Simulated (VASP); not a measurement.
## Ag: single point with PBEsol

Crystal: Ag.

```xyz
1
Lattice="0.0000 1.9988 1.9988 1.9988 0.0000 1.9988 1.9988 1.9988 0.0000" Properties=species:S:1:pos:R:3 pbc="T T T"
Ag    0.0000    0.0000    0.0000
```

This cell differs from its parent crystal: volume scaled by 0.96.

```
Program             : VASP 6.6.1
Task                : single point
Functional          : PBEsol
Potentials or basis : VASP PAW PBE potentials, release 64 (Ag)
Cutoff              : 520 eV
k mesh              : 22 × 22 × 22
Occupations         : fermi-dirac, width 0.1 eV
Spin                : no spin polarisation
```

The pressure is 5.4 GPa.

Levels at points of the mesh, in eV from the Fermi level:
| k point | band 2 | band 3 | band 4 | band 5 | band 6 | band 7 | band 8 | band 9 | band 10 | band 11 |
| --- | --- | --- | --- | --- | --- | --- | --- | --- | --- | --- |
| (0.00, 0.00, 0.00) | -5.04 | -5.04 | -5.04 | -3.86 | -3.86 | 16.10 | 20.06 | 20.06 | 20.06 | 25.05 |
| (0.50, 0.00, 0.00) | -5.06 | -5.06 | -2.97 | -2.97 | -0.66 | 3.95 | 15.34 | 18.47 | 18.47 | 23.77 |
| (0.50, 0.50, 0.00) | -6.73 | -3.00 | -2.73 | -2.73 | 1.46 | 7.23 | 10.92 | 10.92 | 17.96 | 18.08 |

Run time: 20 s on 1 thread of Intel(R) Xeon(R) Platinum 8559C (Emerald Rapids), with other jobs on the host, peak memory 0.18 GiB.

Caveat: the PAW data sets were made with another functional, which shifts forces and pressure a little.
